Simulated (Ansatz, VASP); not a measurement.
Two plane-wave programs on Sn

```
Sn
1.0
    -2.96551    2.96551    1.61372
     2.96551   -2.96551    1.61372
     2.96551    2.96551   -1.61372
Sn
2
Direct
  0.62500 0.87500 0.75000
  0.37500 0.12500 0.25000
```

Change from the starting cell: volume scaled by 1, PAW files.

Alike in both runs: task single point; functional PBE; k mesh 13 × 13 × 13; occupations fermi-dirac, width 0.05 eV; no spin polarisation.

```csv
,VASP,Ansatz
version,VASP 6.6.1,Ansatz 0.2.0
potentials or method,"VASP PAW PBE potentials, release 64 (Sn_d)","PAW with Ansatz's default frozen-core files, scalar-relativistic"
plane-wave cutoff (eV),520,420
valence electrons in the cell,28,28
```

VASP gave:

- pressure (GPa): -0.1

Question: Estimate Ansatz's values.

Answer: Pressure (GPa): 0.0.

The functional is the same, so the differences come from potentials, cutoffs and numerics.
